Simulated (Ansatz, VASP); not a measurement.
Two plane-wave programs on KTaO3

```
K Ta O
1.0
     3.98536    0.00000    0.00000
     0.00000    3.98536    0.00000
     0.00000    0.00000    3.98536
K Ta O
1 1 3
Cartesian
  1.9927 1.9927 1.9927
  0.0000 0.0000 0.0000
  1.9927 0.0000 0.0000
  0.0000 1.9927 0.0000
  0.0000 0.0000 1.9927
```

Alike in both runs: task single point; functional PBEsol; k mesh 8 × 8 × 8; occupations gaussian, width 0.05 eV; no spin polarisation.

|  | VASP | Ansatz |
| --- | --- | --- |
| version | VASP 6.6.1 | Ansatz 0.2.0 |
| potentials or method | VASP PAW PBE potentials, release 64 (K_sv, Ta_pv, O), cutoff 520 eV | scalar-relativistic, plane waves, PAW |
| valence electrons in the cell | 38 | 40 |

|  | VASP | Ansatz | Ansatz less VASP |
| --- | --- | --- | --- |
| gap on the k mesh at the Fermi level (eV) | 2.09 | 2.14 | +0.046 |
| least direct gap on the mesh (eV) | 2.71 | 2.75 | +0.036 |
| pressure (GPa) | 0.7 | 0.0 | -0.73 |

VASP's potentials were made for PBE, not for PBEsol. With one functional, cell and mesh, what is left measures potentials, basis and numerics. VASP's potentials hold 38 valence electrons a cell and Ansatz's 40, so a difference there can come from the potentials and not from the codes.

Spin-orbit coupling is off throughout.
